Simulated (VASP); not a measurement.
Crystal: C.

```
CELL_PARAMETERS angstrom
0.00000 1.80684 1.80684
1.80684 0.00000 1.80684
1.80684 1.80684 0.00000
ATOMIC_POSITIONS crystal
C 0.75000 0.75000 0.75000
C 0.50000 0.50000 0.50000
```

Base run:

* Program: VASP 6.6.1
* Functional: revPBE
* Potentials or basis: VASP PAW PBE potentials, release 64 (C)
* Cutoff: 520 eV
* k mesh: 13 × 13 × 13
* Occupations: fermi-dirac, width 0.05 eV
* Spin: no spin polarisation

Its results: band gap on the k mesh 4.05 eV, indirect (least direct gap 5.49 eV); pressure -9.4 GPa.

Task: After a change of settings the same cell gave: band gap on the k mesh 3.93 eV, indirect (least direct gap 5.43 eV); pressure -19.7 GPa. Which change was it?
A. functional from revPBE to PBEsol
B. functional from revPBE to r2SCAN; further incar settings from ALGO = Normal; EDIFF = 1e-07; NBANDS = 11 to ALGO = Normal; EDIFF = 1e-06; NBANDS = 11
C. functional from revPBE to RPBE
D. functional from revPBE to PBEsol; dispersion from none to D4

Result: A.

PBEsol binds more tightly than revPBE, so the same cell stands under less pressure.

Caveats: the PAW data sets were made with another functional, which shifts forces and pressure a little.
